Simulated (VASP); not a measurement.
A run of VASP 6.6.1 is set up as follows.

INCAR

```
SYSTEM = InAs
PREC     = Accurate       ! precision mode
ENCUT    = 520            ! plane-wave cutoff, eV
EDIFF    = 1E-7           ! SCF threshold, eV
ISMEAR   = 0              ! smearing method
SIGMA    = 0.15           ! smearing width, eV
LREAL    = .False.        ! projectors in reciprocal space
LASPH    = .True.         ! aspherical terms in the spheres
NELM     = 60             ! most SCF steps
ALGO     = Normal         ! electronic algorithm
ISIF     = 2              ! what is computed and relaxed
LWAVE    = .False.        ! write WAVECAR
LCHARG   = .True.         ! write CHGCAR
GGA      = PE             ! functional
LELF     = .True.         ! ELF
LVHAR    = .True.       
NBANDS   = 16             ! bands
```

Contents of KPOINTS:

```
Automatic mesh
0
Gamma
  14 14 14
  0 0 0
```

The input POSCAR:

```
InAs
1.0
    0.0000000000      3.0589189352      3.3504040912
    3.3504040912      0.0000000000      3.3504040912
    3.3504040912      3.0589189352      0.0000000000
In As
1 1
Direct
    0.0000000000      0.0000000000      0.0000000000
    0.7500000000      0.7500000000      0.7500000000
```

Potentials or basis: VASP PAW PBE potentials, release 64 (In_d, As).

Launch:

```sh
$ cat potpaw_PBE.64/In_d/POTCAR potpaw_PBE.64/As/POTCAR > POTCAR
$ mpirun -np 1 vasp_std > vasp.out
```

Q: What does it give for the pressure?

A: -5.1 GPa.

Q: Predict the band gap on the k mesh.

A: 0.13 eV (least direct gap 0.29 eV).

Stress tensor (GPa, compression positive):
```
-5.91  0.00  0.00
 0.00 -3.33  0.00
 0.00  0.00 -5.91
```

Caveat: the cell stands under tension; semilocal functionals underestimate gaps, and a narrow one can read as zero; spin-orbit coupling is left out, which moves the levels of the heavy elements. A k mesh can miss the band edges.
